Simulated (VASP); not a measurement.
BAs: electric field gradients with PBE+D4

The system is BAs.

```
CELL_PARAMETERS angstrom
0.00000 2.43627 2.38850
2.43627 0.00000 2.38850
2.43627 2.43627 0.00000
ATOMIC_POSITIONS crystal
B 0.00000 0.00000 0.00000
As 0.75000 0.75000 0.75000
```

```
Program                : VASP 6.6.1
Task                   : electric field gradients
Functional             : PBE
Dispersion             : D4
Potentials or basis    : VASP PAW PBE potentials, release 64 (B, As)
Cutoff                 : 520 eV
k mesh                 : 15 × 15 × 15
Occupations            : fermi-dirac, width 0.03 eV
Spin                   : no spin polarisation
Dipole correction      : no
Further INCAR settings : ALGO = Normal; EDIFF = 1e-08; NBANDS = 11
```

```yaml
Pressure: -5.9 GPa
Band_gap_on_the_k_mesh: 0.93 eV, indirect (least direct gap 3.02 eV)
Dispersion_energy_per_atom: -0.361 eV
```

Stress tensor (GPa, compression positive):
```
-7.20  0.00  0.00
 0.00 -7.20  0.00
 0.00  0.00 -3.38
```

Levels at points of the mesh, in eV from the valence-band top:
```
           k point  band 2  band 3  band 4  band 5  band 6  band 7
(0.00, 0.00, 0.00)   -0.18   -0.18    0.00    3.02    3.15    3.15
```

Electric field gradients, principal values (V/Å²):
| atom | least | middle | greatest (by size) |
| --- | --- | --- | --- |
| 1 B | 0.041 | 0.041 | -0.083 |
| 2 As | 1.173 | 1.173 | -2.347 |

Run time: 42 s on 1 thread of Intel(R) Xeon(R) 6975P-C (Granite Rapids) (shared host), peak memory 0.23 GiB.

Caveat: without QUAD_EFG the Cq values of the log hold for a quadrupole moment of 1 mb, not for the nuclei. A k mesh can miss the band edges.
